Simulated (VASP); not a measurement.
Here is a VASP 6.6.1 calculation.

File INCAR:

```
PREC = Accurate
ENCUT = 520
EDIFF = 1E-6
ISMEAR = 0
SIGMA = 0.05
LREAL = Auto
LASPH = T
NELM = 100
ALGO = Normal
ISIF = 2
LWAVE = F
LCHARG = T
LELF = T
LVHAR = T
NBANDS = 113
LUSENCCL = F
```

KPOINTS

```
regular mesh
0
Gamma
  9 6 2
```

POSCAR

```
Sr3Ti3Ga4As4O9
1.0
    3.9621891213      0.0000000000      0.0000000000
    0.0000000000      5.6033815920      0.0000000000
    0.0000000000      0.0000000000     17.4367833249
Ga As O Sr Ti
4 4 9 3 3
Direct
   -0.5000000000      0.5000000000      0.0286750137
   -1.0000000000      1.0000000000      0.1422908408
   -1.5000000000      1.5000000000      0.2559066680
   -2.0000000000      2.0000000000      0.3695224952
    0.0000000000      0.7500000000      0.0286750137
   -0.5000000000      1.2500000000      0.1422908408
   -1.0000000000      1.7500000000      0.2559066680
   -1.5000000000      2.2500000000      0.3695224952
   -1.5000000000      2.2500000000      0.4779140468
   -1.5000000000      1.7500000000      0.4779140468
   -2.0000000000      1.9999998422      0.5546885243
   -1.5000000000      1.7499996844      0.6314630017
   -1.5000000000      1.2499996844      0.6314630017
   -2.0000000000      1.4999995266      0.7082374792
   -1.5000000000      1.2499993687      0.7850119567
   -1.5000000000      0.7499993687      0.7850119567
   -2.0000000000      0.9999992109      0.8617864342
   -2.0000000000      1.4999998422      0.5546885243
   -2.0000000000      0.9999995266      0.7082374792
   -2.0000000000      0.4999992109      0.8617864342
   -1.5000000000      1.9999998422      0.5546885243
   -1.5000000000      1.4999995266      0.7082374792
   -1.5000000000      0.9999992109      0.8617864342
```

Potentials or basis: VASP PAW LDA potentials, release 64 (Ga_d, As, O, Sr_sv, Ti_sv).

Launch:

```bash
$ cat potpaw_LDA.64/Ga_d/POTCAR potpaw_LDA.64/As/POTCAR potpaw_LDA.64/O/POTCAR potpaw_LDA.64/Sr_sv/POTCAR potpaw_LDA.64/Ti_sv/POTCAR > POTCAR
$ mpirun -np 1 vasp_std > vasp.out
```

(1) Predict the pressure.

(2) Predict the largest force.

Answers

(1) -5.1 GPa.

(2) 3.948 eV/Å.
